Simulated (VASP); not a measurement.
# B (Pm-3m) in VASP: a series of runs

B is run at these levels: PBEsol; tasks: single point.

Everything below comes from runs of VASP 6.6.1. Logs are shortened: lines on timing, memory, paths and dates and some standing lists are left out, and cuts for length are marked.

### 1 The cell of the first run

It takes space group Pm-3m (No. 221, cubic). Conventional cell: a = 1.901 Å, b = 1.901 Å, c = 1.901 Å, α = 90.00°, β = 90.00°, γ = 90.00°. Within 2.5 Å of B (site symmetry m-3m) lie 6 B at 1.90 Å.

### 2 Single point, PBEsol (volume scaled by 1.04)

File INCAR:

```
PREC     = Accurate       # precision mode
ENCUT    = 520            # plane-wave cutoff, eV
EDIFF    = 1E-6           # SCF threshold, eV
ISMEAR   = -1             # smearing method
SIGMA    = 0.1            # smearing width, eV
LREAL    = False          # projectors in reciprocal space
LASPH    = True           # aspherical terms in the spheres
NELM     = 100            # most SCF steps
ALGO     = Normal         # electronic algorithm
ISIF     = 2              # what is computed and relaxed
LWAVE    = False          # write WAVECAR
LCHARG   = True           # write CHGCAR
GGA      = PS             # functional
LELF     = True           # ELF
LVHAR    = True         
NBANDS   = 8              # bands
```

File KPOINTS:

```
regular mesh
0
Gamma
  19 19 19
```

File POSCAR:

```
B
1.0
    1.9009821026      0.0000000000      0.0000000000
    0.0000000000      1.9009821026      0.0000000000
    0.0000000000      0.0000000000      1.9009821026
B
1
Direct
    0.0000000000      0.0000000000      0.0000000000
```

Potentials or basis: VASP PAW PBE potentials, release 64 (B).

Run with:

```sh
cat potpaw_PBE.64/B/POTCAR > POTCAR
mpirun -np 1 vasp_std > vasp.out
```

OUTCAR:

```text
PREC = Accurate
   ENCUT = 520
   EDIFF = 1E-6
   ISMEAR = -1
   LREAL = False
   LASPH = True
   NELM = 100
   ISIF = 2
   GGA = PS

 ion  position               nearest neighbor table
   1  0.000  0.000  0.000-

  LATTYP: Found a simple cubic cell.
 ALAT       =     1.9009821026

  Lattice vectors:

 A1 = (   1.9009821026,   0.0000000000,   0.0000000000)
 A2 = (   0.0000000000,   1.9009821026,   0.0000000000)
 A3 = (   0.0000000000,   0.0000000000,   1.9009821026)

Analysis of symmetry for initial positions (statically):
=====================================================================
 Subroutine PRICEL returns:
 Original cell was already a primitive cell.

 Routine SETGRP: Setting up the symmetry group for a
 simple cubic supercell.

 Subroutine GETGRP returns: Found 48 space group operations
 (whereof 48 operations were pure point group operations)
 out of a pool of 48 trial point group operations.

The static configuration has the point symmetry O_h .

Analysis of symmetry for dynamics (positions and initial velocities):
=====================================================================
 Subroutine PRICEL returns:
 Original cell was already a primitive cell.

 Routine SETGRP: Setting up the symmetry group for a
 simple cubic supercell.

 Subroutine GETGRP returns: Found 48 space group operations
 (whereof 48 operations were pure point group operations)
 out of a pool of 48 trial point group operations.

The dynamic configuration has the point symmetry O_h .

 Subroutine INISYM returns: Found 48 space group operations
 (whereof 48 operations are pure point group operations),
 and found     1 'primitive' translations

----------------------------------------------------------------------------------------

                                     Primitive cell

  volume of cell :       6.8696

  direct lattice vectors                    reciprocal lattice vectors
     1.900982103  0.000000000  0.000000000     0.526043879  0.000000000  0.000000000
     0.000000000  1.900982103  0.000000000     0.000000000  0.526043879  0.000000000
     0.000000000  0.000000000  1.900982103     0.000000000  0.000000000  0.526043879

  length of vectors
     1.900982103  1.900982103  1.900982103     0.526043879  0.526043879  0.526043879

  position of ions in fractional coordinates (direct lattice)
     0.000000000  0.000000000  0.000000000

[... 69 lines left out ...]
   ISPIN  =      1    spin polarized calculation?
   LNONCOLLINEAR =      F non collinear calculations
   LSORBIT =      F    spin-orbit coupling
   LASPH  =      T    aspherical Exc in radial PAW
   ENCUT  =  520.0 eV  38.22 Ry    6.18 a.u.   3.53  3.53  3.53*2*pi/ulx,y,z
   NELM   =    100;   NELMIN=  2; NELMDL= -5     # of ELM steps
   EDIFF  = 0.1E-05   stopping-criterion for ELM
   LREAL  =      F    real-space projection
   EDIFFG = 0.1E-04   stopping-criterion for IOM
   NSW    =      0    number of steps for IOM
   IBRION =     -1    ionic relax: 0-MD 1-quasi-New 2-CG
   NFREE  =      0    steps in history (QN), initial steepest desc. (CG)
   ISIF   =      2    stress and relaxation
   ISYM   =      2    0-nonsym 1-usesym 2-fastsym
   POTIM  = 0.5000    time-step for ionic-motion
   TEBEG  =    0.0;   TEEND  =   0.0 temperature during run
   PSTRESS=    0.0 pullay stress
   NELECT =       3.0000    total number of electrons
   NUPDOWN=      -1.0000    fix difference up-down
   EMIN   =  10.00;   EMAX   =-10.00  energy-range for DOS
   EFERMI =   0.00;   METHOD = LEGACY
   ISMEAR =    -1;   SIGMA  =   0.10  broadening in eV -4-tet -1-fermi 0-gaus
   EFERMI_NEDOS =   21; number of points for ismear=-14 and -15
   IALGO  =     38    algorithm
   IMIX   =      4    mixing-type and parameters
     AMIX     =   0.40;   BMIX     =  1.00
     AMIX_MAG =   1.60;   BMIX_MAG =  1.00
  volume/ion in A,a.u.               =       6.87        46.36
  Fermi-wavevector in a.u.,A,eV,Ry     =   1.242045  2.347124 20.989368  1.542675
  Thomas-Fermi vector in A             =   2.376416
   LORBIT       =      0    0 simple, 1 ext, 2 COOP (PROOUT), +10 PAW based schemes
   GGA     = PS    functional components
   LHFCALC =     F    Hartree Fock is set to
   AEXX    =    0.0000 exact exchange contribution
   IVDW    =     0    specifies the selected vdW correction
   LEPSILON=     F    determine dielectric tensor
   LRPA    =     F    only Hartree local field effects (RPA)
 non-spin polarized calculation
  energy-cutoff  :      520.00
  volume of cell :        6.87
 maximum number of plane-waves:       193
   NGX =  7   NGY =  7   NGZ =  7

 number of electron       3.0000000 magnetization

 Free energy of the ion-electron system (eV)
  ---------------------------------------------------
  ext. energy  EPLUGINS =         0.00000000
  ---------------------------------------------------
  free energy    TOTEN  =        -5.98231744 eV

  energy without entropy =       -5.97260661  energy(sigma->0) =       -5.97746203

 E-fermi :   6.7998     XC(G=0): -12.3173

 val. band max:        6.7862881308   @ k =   0.4211   0.3684   0.2105
 cond. band min:       6.8072526173   @ k =   0.4211   0.4211   0.2105
 fundamental gap:      0.0209644865
 Fermi energy:         6.7998098090

 k-point     1 :       0.0000    0.0000    0.0000
  band No.  band energies     occupation
      1      -8.7841      2.00000
      2      20.1057      0.00000
      3      20.1057      0.00000
      4      20.1057      0.00000
      5      30.5032      0.00000
      6      30.5032      0.00000
      7      39.1176      0.00000
      8      59.1511      0.00000
[... 243 lines left out ...]
 k-point    24 :       0.3158    0.1053    0.0000
  band No.  band energies     occupation
      1      -5.0917      2.00000
      2       7.1605      0.05283
      3      20.1201      0.00000
      4      22.7671      0.00000
      5      34.8467      0.00000
      6      36.5412      0.00000
      7      45.0885      0.00000
      8      46.8273      0.00000

 [... further k-points ...]
[... 5 lines left out ...]
  --------------------------------------------------------------------------------------
  -------------------------------------------------------------------------------------
  Total       -0.3582337     -0.3582337     -0.3582337      0.0000000     -0.0000000      0.0000000
  in kB      -83.5493136    -83.5493136    -83.5493136      0.0000000     -0.0000000      0.0000000
  external PRESSURE =     -83.5493136 kB  Pullay stress =       0.0000000 kB

 VOLUME and BASIS-vectors are now :
 -----------------------------------------------------------------------------
  energy-cutoff  :      520.00
  volume of cell :        6.87
      direct lattice vectors                 reciprocal lattice vectors
     1.900982103  0.000000000  0.000000000     0.526043879  0.000000000  0.000000000
     0.000000000  1.900982103  0.000000000     0.000000000  0.526043879  0.000000000
     0.000000000  0.000000000  1.900982103     0.000000000  0.000000000  0.526043879

 POSITION                                       TOTAL-FORCE (eV/Angst)
 -----------------------------------------------------------------------------------
      0.00000      0.00000      0.00000         0.000000      0.000000      0.000000
 -----------------------------------------------------------------------------------
    total drift:                                0.000000      0.000000     -0.000000

  FREE ENERGIE OF THE ION-ELECTRON SYSTEM (eV)
  ---------------------------------------------------
  free  energy   TOTEN  =        -5.9823174433 eV

  energy  without entropy=       -5.9726066141  energy(sigma->0) =       -5.97746203
```

It took 7.5 s on 1 thread of Intel Xeon 8259CL, shared host; peak memory 0.11 GiB.

What came out:

```
Free energy : -5.9823 eV
Pressure    : -8.4 GPa
```

Caveat: the PAW data sets were made with another functional, which shifts forces and pressure a little.

### 3 Single point, PBEsol (volume scaled by 1.08)

File INCAR:

```
SYSTEM = B
PREC = Accurate
ENCUT = 520
EDIFF = 1E-6
ISMEAR = -1
SIGMA = 0.1
LREAL = .False.
LASPH = .True.
NELM = 100
ALGO = Normal
ISIF = 2
LWAVE = .False.
LCHARG = .False.
GGA = PS
NBANDS = 8
```

File KPOINTS:

```
Automatic mesh
0
Gamma
  19 19 19
  0 0 0
```

File POSCAR:

```
B
1.0
    1.9250477220      0.0000000000      0.0000000000
    0.0000000000      1.9250477220      0.0000000000
    0.0000000000      0.0000000000      1.9250477220
B
1
Direct
    0.0000000000      0.0000000000      0.0000000000
```

Potentials or basis: VASP PAW PBE potentials, release 64 (B).

Run with:

```sh
cat potpaw_PBE.64/B/POTCAR > POTCAR
mpirun -np 1 vasp_std > vasp.out
```

OUTCAR:

```text
SYSTEM = B
   PREC = Accurate
   ENCUT = 520
   EDIFF = 1E-6
   ISMEAR = -1
   LREAL = .False.
   LASPH = .True.
   NELM = 100
   ISIF = 2
   GGA = PS

 ion  position               nearest neighbor table
   1  0.000  0.000  0.000-

  LATTYP: Found a simple cubic cell.
 ALAT       =     1.9250477220

  Lattice vectors:

 A1 = (   1.9250477220,   0.0000000000,   0.0000000000)
 A2 = (   0.0000000000,   1.9250477220,   0.0000000000)
 A3 = (   0.0000000000,   0.0000000000,   1.9250477220)

Analysis of symmetry for initial positions (statically):
=====================================================================
 Subroutine PRICEL returns:
 Original cell was already a primitive cell.

 Routine SETGRP: Setting up the symmetry group for a
 simple cubic supercell.

 Subroutine GETGRP returns: Found 48 space group operations
 (whereof 48 operations were pure point group operations)
 out of a pool of 48 trial point group operations.

The static configuration has the point symmetry O_h .

Analysis of symmetry for dynamics (positions and initial velocities):
=====================================================================
 Subroutine PRICEL returns:
 Original cell was already a primitive cell.

 Routine SETGRP: Setting up the symmetry group for a
 simple cubic supercell.

 Subroutine GETGRP returns: Found 48 space group operations
 (whereof 48 operations were pure point group operations)
 out of a pool of 48 trial point group operations.

The dynamic configuration has the point symmetry O_h .

 Subroutine INISYM returns: Found 48 space group operations
 (whereof 48 operations are pure point group operations),
 and found     1 'primitive' translations

----------------------------------------------------------------------------------------

                                     Primitive cell

  volume of cell :       7.1339

  direct lattice vectors                    reciprocal lattice vectors
     1.925047722  0.000000000  0.000000000     0.519467642  0.000000000  0.000000000
     0.000000000  1.925047722  0.000000000     0.000000000  0.519467642  0.000000000
     0.000000000  0.000000000  1.925047722     0.000000000  0.000000000  0.519467642

  length of vectors
     1.925047722  1.925047722  1.925047722     0.519467642  0.519467642  0.519467642

  position of ions in fractional coordinates (direct lattice)
     0.000000000  0.000000000  0.000000000

  ion indices of the primitive-cell ions
   primitive index   ion index
                 1           1

----------------------------------------------------------------------------------------

 KPOINTS: Automatic mesh

Automatic generation of k-mesh.
 Grid dimensions read from file:
 generate k-points for:   19   19   19

 Generating k-lattice:

  Cartesian coordinates                     Fractional coordinates (reciprocal lattice)
     0.027340402  0.000000000  0.000000000     0.052631579  0.000000000  0.000000000
     0.000000000  0.027340402  0.000000000     0.000000000  0.052631579  0.000000000
     0.000000000  0.000000000  0.027340402     0.000000000  0.000000000  0.052631579

  Length of vectors
     0.027340402  0.027340402  0.027340402

  Shift w.r.t. Gamma in fractional coordinates (k-lattice)
     0.000000000  0.000000000  0.000000000

 Subroutine IBZKPT returns following result:
 ===========================================

 Found    220 irreducible k-points:

 Following reciprocal coordinates:
            Coordinates               Weight
  0.000000  0.000000  0.000000      1.000000
  0.052632  0.000000  0.000000      6.000000
  0.105263  0.000000  0.000000      6.000000
  0.157895  0.000000  0.000000      6.000000
  0.210526  0.000000  0.000000      6.000000
  0.263158  0.000000  0.000000      6.000000
[... 16 lines left out ...]
  0.263158  0.105263  0.000000     24.000000
  0.315789  0.105263  0.000000     24.000000
 [... further k-points ...]
   k-points           NKPTS =    220   k-points in BZ     NKDIM =    220   number of bands    NBANDS=      8
   number of dos      NEDOS =    301   number of ions     NIONS =      1
   total plane-waves  NPLWV =   2744
   dimension x,y,z NGX =    14 NGY =   14 NGZ =   14
   dimension x,y,z NGXF=    28 NGYF=   28 NGZF=   28
   ions per type =               1
   NGX,Y,Z   is equivalent  to a cutoff of  12.09, 12.09, 12.09 a.u.
   NGXF,Y,Z  is equivalent  to a cutoff of  24.18, 24.18, 24.18 a.u.
 SYSTEM =  B
   PREC   = accura    normal or accurate (medium, high low for compatibility)
   ISTART =      0    job   : 0-new  1-cont  2-samecut
   ICHARG =      2    charge: 1-file 2-atom 10-const
   ISPIN  =      1    spin polarized calculation?
   LNONCOLLINEAR =      F non collinear calculations
   LSORBIT =      F    spin-orbit coupling
   LASPH  =      T    aspherical Exc in radial PAW
   ENCUT  =  520.0 eV  38.22 Ry    6.18 a.u.   3.58  3.58  3.58*2*pi/ulx,y,z
   NELM   =    100;   NELMIN=  2; NELMDL= -5     # of ELM steps
   EDIFF  = 0.1E-05   stopping-criterion for ELM
   LREAL  =      F    real-space projection
   EDIFFG = 0.1E-04   stopping-criterion for IOM
   NSW    =      0    number of steps for IOM
   IBRION =     -1    ionic relax: 0-MD 1-quasi-New 2-CG
   NFREE  =      0    steps in history (QN), initial steepest desc. (CG)
   ISIF   =      2    stress and relaxation
   ISYM   =      2    0-nonsym 1-usesym 2-fastsym
   POTIM  = 0.5000    time-step for ionic-motion
   TEBEG  =    0.0;   TEEND  =   0.0 temperature during run
   PSTRESS=    0.0 pullay stress
   NELECT =       3.0000    total number of electrons
   NUPDOWN=      -1.0000    fix difference up-down
   EMIN   =  10.00;   EMAX   =-10.00  energy-range for DOS
   EFERMI =   0.00;   METHOD = LEGACY
   ISMEAR =    -1;   SIGMA  =   0.10  broadening in eV -4-tet -1-fermi 0-gaus
   EFERMI_NEDOS =   21; number of points for ismear=-14 and -15
   IALGO  =     38    algorithm
   IMIX   =      4    mixing-type and parameters
     AMIX     =   0.40;   BMIX     =  1.00
     AMIX_MAG =   1.60;   BMIX_MAG =  1.00
  volume/ion in A,a.u.               =       7.13        48.14
  Fermi-wavevector in a.u.,A,eV,Ry     =   1.226517  2.317782 20.467859  1.504345
  Thomas-Fermi vector in A             =   2.361515
   LORBIT       =      0    0 simple, 1 ext, 2 COOP (PROOUT), +10 PAW based schemes
   GGA     = PS    functional components
   LHFCALC =     F    Hartree Fock is set to
   AEXX    =    0.0000 exact exchange contribution
   IVDW    =     0    specifies the selected vdW correction
   LEPSILON=     F    determine dielectric tensor
   LRPA    =     F    only Hartree local field effects (RPA)
 non-spin polarized calculation
  energy-cutoff  :      520.00
  volume of cell :        7.13
 maximum number of plane-waves:       199
   NGX =  7   NGY =  7   NGZ =  7

 number of electron       3.0000000 magnetization

 Free energy of the ion-electron system (eV)
  ---------------------------------------------------
  ext. energy  EPLUGINS =         0.00000000
  ---------------------------------------------------
  free energy    TOTEN  =        -5.96243103 eV

  energy without entropy =       -5.95237748  energy(sigma->0) =       -5.95740425

 E-fermi :   6.4391     XC(G=0): -12.1646

 val. band max:        6.4349218569   @ k =   0.4211   0.3684   0.2105
 cond. band min:       6.4630937102   @ k =   0.4211   0.4211   0.2105
 fundamental gap:      0.0281718532
 Fermi energy:         6.4391427721

 k-point     1 :       0.0000    0.0000    0.0000
  band No.  band energies     occupation
      1      -8.7971      2.00000
      2      19.3365      0.00000
      3      19.3365      0.00000
      4      19.3365      0.00000
      5      29.6754      0.00000
      6      29.6754      0.00000
      7      37.7878      0.00000
      8      57.4828      0.00000

 k-point     2 :       0.0526    0.0000    0.0000
  band No.  band energies     occupation
      1      -8.7061      2.00000
      2      18.4137      0.00000
      3      19.4109      0.00000
      4      19.4109      0.00000
      5      29.7804      0.00000
      6      30.6913      0.00000
      7      37.7476      0.00000
      8      56.7735      0.00000
[... 221 lines left out ...]
 k-point    23 :       0.2632    0.1053    0.0000
  band No.  band energies     occupation
      1      -6.1675      2.00000
      2       9.0635      0.00000
      3      18.6449      0.00000
      4      21.3020      0.00000
      5      34.4163      0.00000
      6      34.9557      0.00000
      7      42.6847      0.00000
      8      46.1830      0.00000

 k-point    24 :       0.3158    0.1053    0.0000
  band No.  band energies     occupation
      1      -5.1782      2.00000
      2       6.7677      0.07214
      3      19.3429      0.00000
      4      21.8967      0.00000
      5      33.8012      0.00000
      6      35.5109      0.00000
      7      43.8096      0.00000
      8      45.4138      0.00000

 [... further k-points ...]
[... 5 lines left out ...]
  --------------------------------------------------------------------------------------
  -------------------------------------------------------------------------------------
  Total       -0.7019304     -0.7019304     -0.7019304     -0.0000000      0.0000000     -0.0000000
  in kB     -157.6449858   -157.6449858   -157.6449858     -0.0000000      0.0000000     -0.0000000
  external PRESSURE =    -157.6449858 kB  Pullay stress =       0.0000000 kB

 VOLUME and BASIS-vectors are now :
 -----------------------------------------------------------------------------
  energy-cutoff  :      520.00
  volume of cell :        7.13
      direct lattice vectors                 reciprocal lattice vectors
     1.925047722  0.000000000  0.000000000     0.519467642  0.000000000  0.000000000
     0.000000000  1.925047722  0.000000000     0.000000000  0.519467642  0.000000000
     0.000000000  0.000000000  1.925047722     0.000000000  0.000000000  0.519467642

 POSITION                                       TOTAL-FORCE (eV/Angst)
 -----------------------------------------------------------------------------------
      0.00000      0.00000      0.00000         0.000000      0.000000      0.000000
 -----------------------------------------------------------------------------------
    total drift:                                0.000000     -0.000000     -0.000000

  FREE ENERGIE OF THE ION-ELECTRON SYSTEM (eV)
  ---------------------------------------------------
  free  energy   TOTEN  =        -5.9624310281 eV

  energy  without entropy=       -5.9523774774  energy(sigma->0) =       -5.95740425
```

stdout:

```text
POSCAR found type information on POSCAR B
 POSCAR found :  1 types and       1 ions
 scaLAPACK will be used
 -----------------------------------------------------------------------------
|                                                                             |
|                                                                             |
|     You enforced a specific xc type in the INCAR file but a different       |
|     I HOPE YOU KNOW WHAT YOU ARE DOING!                                     |
|                                                                             |
 -----------------------------------------------------------------------------

 LDA part: xc-table for (Slater+PW92), standard interpolation
 POSCAR, INCAR and KPOINTS ok, starting setup
 FFT: planning ... GRIDC
 FFT: planning ... GRID_SOFT
 FFT: planning ... GRID
 WAVECAR not read
 entering main loop
```

Wall time 7.3 s (1 thread of Intel Xeon 8259CL, shared host); peak memory 0.11 GiB.

Results:

```
Free energy : -5.9624 eV
Pressure    : -15.8 GPa
```

Caveat: the PAW data sets were made with another functional, which shifts forces and pressure a little.
